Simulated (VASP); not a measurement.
A run of VASP 6.6.1:

Contents of INCAR:

```
PREC     = Accurate       # precision mode
ENCUT    = 520            # plane-wave cutoff, eV
EDIFF    = 1E-6           # SCF threshold, eV
ISMEAR   = 0              # smearing method
SIGMA    = 0.1            # smearing width, eV
LREAL    = False          # projectors in reciprocal space
LASPH    = True           # aspherical terms in the spheres
NELM     = 60             # most SCF steps
ALGO     = Normal         # electronic algorithm
ISIF     = 2              # what is computed and relaxed
LWAVE    = False          # write WAVECAR
LCHARG   = False          # write CHGCAR
GGA      = PS             # functional
NBANDS   = 12             # bands
```

Contents of KPOINTS:

```
Automatic mesh
0
Gamma
  8 8 8
```

POSCAR

```
Al
1.0
    3.9556712500      0.0000000000      0.0000000000
    0.0000000000      3.9556712500      0.0000000000
    0.0000000000      0.0000000000      3.9556712500
Al
3
Direct
    0.5000000000      0.5000000000      0.0000000000
    0.5000000000      0.0000000000      0.5000000000
    0.0000000000      0.5000000000      0.5000000000
```

Potentials or basis: VASP PAW PBE potentials, release 64 (Al).

Launch:

```sh
$ cat potpaw_PBE.64/Al/POTCAR > POTCAR
$ mpirun -np 1 vasp_std > vasp.out
```

Hardware: 1 thread of AMD EPYC 7R43 64-Core Processor (Zen 3), on a shared host.

**Question.** Estimate the wall time of this run.

**Answer.** It took 12 s on 1 thread of AMD EPYC 7R43 64-Core Processor (Zen 3), with other jobs on the host, peak memory 0.13 GiB. Counts: scf iterations 11, k points 35.
